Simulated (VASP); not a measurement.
# C: single point with PBE

The system is C.

```
CELL_PARAMETERS angstrom
1.18819 -1.70129 0.00000
1.18819 1.70129 0.00000
0.00000 0.00000 4.88435
ATOMIC_POSITIONS crystal
C 0.50000 0.50000 0.69058
C 0.50000 0.50000 0.30942
C 0.00000 0.00000 0.50000
```

```yaml
Program: VASP 6.6.1
Task: single point
Functional: PBE
Potentials_or_basis: VASP PAW PBE potentials, release 64 (C)
Cutoff: 520 eV
k_mesh: 8 × 8 × 4
Occupations: gaussian, width 0.1 eV
Spin: no spin polarisation
Dipole_correction: no
Further_INCAR_settings: ALGO = Normal; EDIFF = 1e-06; NBANDS = 13
```

```json
{
 "Pressure": "91.5 GPa",
 "Largest force": "3.942 eV/Å",
 "Band gap on the k mesh": "zero (band 6 reaches 12.17 eV, above the bottom of band 7 at 6.48 eV)"
}
```

Forces in eV/Å, atoms in the order of the input:
```
C    0.000  0.000  3.942
C    0.000  0.000 -3.942
C    0.000  0.000  0.000
```

Stress tensor (GPa, compression positive):
```
 57.00   0.00   0.00
  0.00 151.83   0.00
  0.00   0.00  65.53
```

Levels at points of the mesh, in eV from the Fermi level:
| k point | band 3 | band 4 | band 5 | band 6 | band 7 | band 8 | band 9 | band 10 |
| --- | --- | --- | --- | --- | --- | --- | --- | --- |
| (0.00, 0.00, 0.00) | -9.13 | -4.69 | -1.47 | 3.65 | 4.43 | 6.42 | 7.58 | 9.36 |
| (0.50, 0.00, 0.00) | -11.69 | -7.97 | -3.60 | 0.19 | 1.08 | 3.73 | 3.86 | 4.02 |
| (0.50, 0.50, 0.00) | -9.90 | -8.39 | -6.64 | -1.02 | -0.56 | 0.98 | 2.97 | 3.09 |
| (0.00, 0.00, 0.50) | -7.47 | -4.68 | -4.15 | 3.66 | 4.39 | 6.43 | 7.54 | 10.90 |
| (0.50, 0.00, 0.50) | -11.77 | -8.31 | -2.50 | 0.30 | 1.25 | 2.52 | 3.51 | 5.10 |
| (0.50, 0.50, 0.50) | -9.89 | -8.51 | -6.81 | -0.63 | -0.21 | 1.30 | 1.88 | 3.71 |

It took 10 s on 1 thread of Intel(R) Xeon(R) Platinum 8175M CPU @ 2.50GHz (Skylake/Cascade Lake), on a shared host, peak memory 0.12 GiB.

Caveat: the k points lie up to 0.40 Å⁻¹ apart; forces of over 1 eV/Å act on the atoms, so gaps and moduli don't describe the material at rest.
